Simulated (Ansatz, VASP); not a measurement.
One calculation of Si16O, two programs

```
Si O
1.0
     0.00000    5.43000    5.43000
     5.43000    0.00000    5.43000
     5.43000    5.43000    0.00000
Si O
16 1
Direct
  0.96790 0.01894 0.99383
  0.14814 0.07191 0.13122
  0.00404 0.99112 0.50050
  0.11392 0.13123 0.62382
  0.99328 0.49066 0.02638
  0.14719 0.64741 0.12960
  0.00442 0.50464 0.49917
  0.11510 0.61511 0.65382
  0.51957 0.01888 0.99402
  0.61239 0.11227 0.16323
  0.48785 0.98737 0.53669
  0.63086 0.13097 0.62401
  0.51859 0.46803 0.99456
  0.57275 0.64771 0.13086
  0.49097 0.50425 0.50021
  0.63110 0.61340 0.62427
  0.29449 0.79593 0.11479
```

Alike in both runs: functional LDA; k mesh 2 × 2 × 2; occupations fermi-dirac, width 0.02 eV; collinear spin.

Ansatz relaxed the structure, and its values are those at the end. VASP's run is a single point on that final structure, the one shown.

|  | VASP | Ansatz |
| --- | --- | --- |
| version | VASP 6.6.1 | Ansatz 0.2.0 |
| potentials or method | VASP PAW LDA potentials, release 64 (Si, O), cutoff 520 eV | scalar-relativistic, plane waves, PAW |
| valence electrons in the cell | 70 | 70 |

|  | VASP | Ansatz | Ansatz less VASP |
| --- | --- | --- | --- |
| rms of the force components (eV/Å) | 0.027 | 0.025 | -0.0022 |
| net moment per atom (μB) | 0.00 | 0.00 | 0.000 |

Ansatz warns that its potentials were made for another functional, while VASP's fit it. LDA's correlation is that of Perdew and Zunger in VASP and of Perdew and Wang (1992) in Ansatz. Ansatz's warnings: filled band counts differ across k points, seeded moment not kept.

The k mesh is coarse, so the values compare programs but aren't converged.
